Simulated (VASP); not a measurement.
The system is CsSnBr3.

```xyz
5
Lattice="5.8390 0.0000 0.0000 0.0000 5.8390 0.0000 0.0000 0.0000 5.8390" Properties=species:S:1:pos:R:3 pbc="T T T"
Cs    0.0000    0.0000    0.0000
Sn    2.9195    2.9195    2.9195
Br    2.9195    0.0000    2.9195
Br    2.9195    2.9195    0.0000
Br    0.0000    2.9195    2.9195
```

| Quantity | Value |
| --- | --- |
| Program | VASP 6.6.1 |
| Task | relaxation of cell and atoms |
| Functional | PBEsol |
| Potentials or basis | VASP PAW PBE potentials, release 64 (Cs_sv, Sn_d, Br) |
| Cutoff | 600 eV |
| k mesh | 6 × 6 × 6 |
| Occupations | gaussian, width 0.03 eV |
| Spin | no spin polarisation |

At the start: pressure -0.8 GPa; volume 39.81 Å³/atom.

Where does the relaxation end?

Over 3 steps the energy falls by 3.6 meV/atom and the volume is 38.40 Å³/atom (-3.6 %); space group Pm-3m (No. 221, to 0.1 Å) before and after.

Step by step:
```csv
step,energy change (eV),largest force (eV/Å),pressure (GPa),volume (Å³)
1,0.0000,0.0000,-0.77,199.07
2,-0.0169,0.0000,-0.19,193.58
3,-0.0180,0.0000,-0.02,191.98
```

Final structure:
```xyz
5
Lattice="5.7688 0.0000 0.0000 0.0000 5.7688 0.0000 0.0000 0.0000 5.7688" Properties=species:S:1:pos:R:3 pbc="T T T"
Cs    0.0000    0.0000    0.0000
Sn    2.8844    2.8844    2.8844
Br    2.8844    0.0000    2.8844
Br    2.8844    2.8844    0.0000
Br    0.0000    2.8844    2.8844
```

Caveat: the PAW data sets were made with another functional, which shifts forces and pressure a little.
